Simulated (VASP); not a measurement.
Si2Mo: single point with PBEsol

The system is Si2Mo.

```
Si Mo
1.0
    -1.59500    1.59500    3.91105
     1.59500   -1.59500    3.91105
     1.59500    1.59500   -3.91105
Si Mo
2 1
Direct
  0.33505 0.33505 0.00000
  0.66495 0.66495 0.00000
  0.00000 0.00000 0.00000
```

| Item | Value |
| --- | --- |
| Program | VASP 6.6.1 |
| Task | single point |
| Functional | PBEsol |
| Potentials or basis | VASP PAW PBE potentials, release 64 (Si, Mo_sv) |
| Cutoff | 520 eV |
| k mesh | 14 × 14 × 14 |
| Occupations | fermi-dirac, width 0.08 eV |
| Spin | no spin polarisation |
| Dipole correction | no |
| Further INCAR settings | ALGO = Normal; EDIFF = 1e-06; NBANDS = 18 |

The pressure is 0.4 GPa, the largest force is 0.004 eV/Å and the band gap on the k mesh is zero (band 11 reaches 12.83 eV, above the bottom of band 12 at 11.88 eV).

Forces on the atoms (eV/Å):
```
Si   0.000  0.000 -0.004
Si   0.000  0.000  0.004
Mo   0.000  0.000  0.000
```

Levels at points of the mesh, in eV from the Fermi level:
```csv
k point,band 9,band 10,band 11,band 12,band 13,band 14
"(0.00, 0.00, 0.00)",-2.64,-2.64,0.39,3.13,3.24,3.56
"(0.50, 0.00, 0.00)",-2.62,-2.60,-0.52,2.29,3.14,4.15
"(0.50, 0.50, 0.00)",-4.48,-3.11,-1.21,2.34,2.78,3.18
"(0.50, 0.50, 0.50)",-0.59,-0.59,-0.46,-0.46,0.52,4.77
```

Wall time 3.8 min on 1 thread of Intel Xeon 6975P-C, on a shared host, peak memory 0.32 GiB.

Caveat: the PAW data sets were made with another functional, which shifts forces and pressure a little.
